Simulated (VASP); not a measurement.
The system is In.

```
CELL_PARAMETERS angstrom
-1.59229 1.59229 2.42320
1.59229 -1.59229 2.42320
1.59229 1.59229 -2.42320
ATOMIC_POSITIONS crystal
In 0.00000 0.00000 0.00000
```

This cell differs from its parent crystal: volume scaled by 0.94.

Base run:

```yaml
Program: VASP 6.6.1
Functional: PBEsol
Potentials_or_basis: VASP PAW PBE potentials, release 64 (In_d)
Cutoff: 520 eV
k_mesh: 11 × 11 × 11
Occupations: fermi-dirac, width 0.05 eV
Spin: no spin polarisation
```

Its results: pressure 1.9 GPa.

Task: The run is repeated on the same cell with these changes: functional from PBEsol to PBE. What comes out?

Result: Pressure 5.3 GPa.

PBE binds less tightly than PBEsol, so the same cell stands under more pressure.

Caveats: the PAW data sets were made with another functional, which shifts forces and pressure a little (some runs).
